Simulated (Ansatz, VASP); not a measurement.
**Two plane-wave programs on InSe**

File INCAR:

```
SYSTEM = InSe
PREC = Accurate ; ENCUT = 520
EDIFF = 1E-6 ; ISMEAR = 0
SIGMA = 0.05 ; LREAL = .FALSE.
LASPH = .TRUE. ; NELM = 60
ALGO = Normal ; ISIF = 2
LWAVE = .FALSE. ; LCHARG = .FALSE.
GGA = PS ; NBANDS = 48
```

Contents of KPOINTS:

```
Automatic mesh
0
G
  6 7 3
  0 0 0
```

Contents of POSCAR:

```
InSe
1.0
    1.6051187225      0.0000000000     -4.2720903381
    0.0000000000      4.1105485099      0.0000000000
   11.2683172962      0.0000000000      1.2710373216
In Se
4 4
Direct
    0.5866868702      0.0000000000      0.3858026583
   -0.2633131298      0.5000000000      0.8858026583
   -0.2866868702      0.0000000000      0.6141973417
    0.5633131298      0.5000000000      0.1141973417
   -0.0910704043      0.0000000000      0.1547212196
    0.0589295957      0.5000000000      0.6547212196
    0.3910704043      0.0000000000      0.8452787804
    0.2410704043      0.5000000000      0.3452787804
```

Input for Ansatz:

```yaml
crystal:
  lattice:
    - [1.6051187225, 0.0, -4.2720903381]
    - [0.0, 4.1105485099, 0.0]
    - [11.2683172962, 0.0, 1.2710373216]
  atoms:
    - { symbol: In, position: [0.5866868702, 0.0, 0.3858026583] }
    - { symbol: In, position: [-0.2633131298, 0.5, 0.8858026583] }
    - { symbol: In, position: [-0.2866868702, 0.0, 0.6141973417] }
    - { symbol: In, position: [0.5633131298, 0.5, 0.1141973417] }
    - { symbol: Se, position: [-0.0910704043, 0.0, 0.1547212196] }
    - { symbol: Se, position: [0.0589295957, 0.5, 0.6547212196] }
    - { symbol: Se, position: [0.3910704043, 0.0, 0.8452787804] }
    - { symbol: Se, position: [0.2410704043, 0.5, 0.3452787804] }
basis:
  ecutwfc: 420
kpoints:
  mp_grid: { grid: [6, 7, 3] }
hamiltonian:
  xc: pbesol
scf:
  occupations: { method: gaussian, width: 0.05 }
output:
  forces: true
  stress: true
  eigenvalues: true
```

Alike in both runs: task single point; functional PBEsol; k mesh 6 × 7 × 3; occupations gaussian, width 0.05 eV; no spin polarisation.

|  | VASP | Ansatz |
| --- | --- | --- |
| version | VASP 6.6.1 | Ansatz 0.2.0 |
| potentials or method | VASP PAW PBE potentials, release 64 (In_d, Se), cutoff 520 eV | scalar-relativistic, plane waves, PAW |
| valence electrons in the cell | 76 | 116 |

VASP gave:

- gap on the k mesh at the Fermi level (eV): 0.16
- least direct gap on the mesh (eV): 0.76
- pressure (GPa): 1.8
- traceless stress, the component that is largest in VASP (GPa): 2.88
- rms of the force components (eV/Å): 0.660

Q: Estimate Ansatz's values.

A: gap on the k mesh at the Fermi level (eV): 0.17; least direct gap on the mesh (eV): 0.76; pressure (GPa): 1.8; traceless stress, the component that is largest in VASP (GPa): 2.89; rms of the force components (eV/Å): 0.662.

VASP's potentials were made for PBE, not for PBEsol. Atom by atom the forces differ by 0.009 eV/Å (rms over components). VASP's potentials hold 76 valence electrons a cell and Ansatz's 116, so a difference there can come from the potentials and not from the codes.
